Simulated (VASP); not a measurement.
WC, 2 atoms in the cell. Symmetry: Cmmm, No. 65, orthorhombic system. Conventional cell: a = 3.281 Å, b = 4.236 Å, c = 4.309 Å, α = 90.00°, β = 90.00°, γ = 90.00°. Within 3.5 Å of W (site symmetry mmm) lie 6 W at 2.68 to 3.28 Å and 8 C at 2.71 to 3.02 Å. C (site symmetry mmm) has 6 C at 2.68 to 3.28 Å and 8 W at 2.71 to 3.02 Å within 3.5 Å. 

```yaml
Program: VASP 6.6.1
Task: single point
Functional: HSE06
Potentials_or_basis: VASP PAW PBE potentials, release 64 (W_sv, C)
Cutoff: 520 eV
k_mesh: 5 × 5 × 3
Occupations: gaussian, width 0.05 eV
Spin: no spin polarisation
Dipole_correction: no
Grid_for_exact_exchange_PRECFOCK: Normal
Further_INCAR_settings: ALGO = Normal; EDIFF = 1e-06; NBANDS = 16
Share_of_exact_exchange: 0.25
Screening_parameter: 0.2079 1/Å
```

Potentials or basis: VASP PAW PBE potentials, release 64 (W_sv, C).

Launch:

```console
$ cat potpaw_PBE.64/W_sv/POTCAR potpaw_PBE.64/C/POTCAR > POTCAR
$ cp INCAR.step1 INCAR
$ mpirun -np 1 vasp_std > vasp.out
$ cp INCAR.step2 INCAR
$ mpirun -np 1 vasp_std > vasp.out
```

Hardware: 1 thread of Intel(R) Xeon(R) 6975P-C (Granite Rapids) (shared host).

Question: How long does it take, and how much memory?

Answer: Wall time 4.5 min on 1 thread of Intel(R) Xeon(R) 6975P-C (Granite Rapids), on a shared host, peak memory 0.25 GiB. Counts: k points 18.
